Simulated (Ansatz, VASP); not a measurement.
Two plane-wave programs on BaTiO3

Contents of INCAR:

```
ALGO     = Normal         # electronic algorithm
EDIFF    = 1E-6           # SCF threshold, eV
ENCUT    = 600            # plane-wave cutoff, eV
GGA      = PE             # functional
GGA_COMPAT= F            
ISIF     = 2              # what is computed and relaxed
ISMEAR   = 0              # smearing method
LASPH    = T              # aspherical terms in the spheres
LCHARG   = F              # write CHGCAR
LREAL    = F              # projectors in reciprocal space
LWAVE    = F              # write WAVECAR
NBANDS   = 28             # bands
NELM     = 120            # most SCF steps
PREC     = Accurate       # precision mode
SIGMA    = 0.01           # smearing width, eV
```

Contents of KPOINTS:

```
k-points
0
Gamma
  4 4 4
```

Contents of POSCAR:

```
BaTiO3
1.0
    4.0060000000      0.0000000000      0.0000000000
    0.0000000000      4.0060000000      0.0000000000
    0.0000000000      0.0000000000      4.0060000000
Ba Ti O
1 1 3
Direct
    0.5000000000      0.5000000000      0.5000000000
    0.0000000000      0.0000000000      0.0000000000
    0.5000000000      0.0000000000      0.0000000000
    0.0000000000      0.0000000000      0.5000000000
    0.0000000000      0.5000000000      0.0000000000
```

Input for Ansatz:

```yaml
crystal:
  lattice:
    bravais: cubic
    a: 4.006
  space_group: 221
  atoms:
    - { symbol: Ba, position: [0.5, 0.5, 0.5] }
    - { symbol: Ti, position: [0.0, 0.0, 0.0] }
    - { symbol: O, position: [0.5, 0.0, 0.0] }
kpoints:
  mp_grid:
    grid: [4, 4, 4]
hamiltonian:
  xc: pbe
  pseudopotentials:
    kind: paw
scf:
  occupations:
    method: fixed
  mixing:
    beta: 0.1
output:
  eigenvalues: true
```

Alike in both runs: task single point; functional PBE; k mesh 4 × 4 × 4; no spin polarisation.

|  | VASP | Ansatz |
| --- | --- | --- |
| version | VASP 6.6.1 | Ansatz 0.2.0 |
| potentials or method | VASP PAW PBE potentials, release 64 (Ba_sv, Ti_sv, O) | plane waves, PAW |
| plane-wave cutoff (eV) | 600 | 420 |
| occupations | gaussian, width 0.01 eV | fixed |
| valence electrons in the cell | 40 | 40 |

|  | VASP | Ansatz | Ansatz less VASP |
| --- | --- | --- | --- |
| gap on the k mesh at the Fermi level (eV) | 1.72 | 1.79 | +0.065 |

Neither program's run includes spin-orbit coupling.
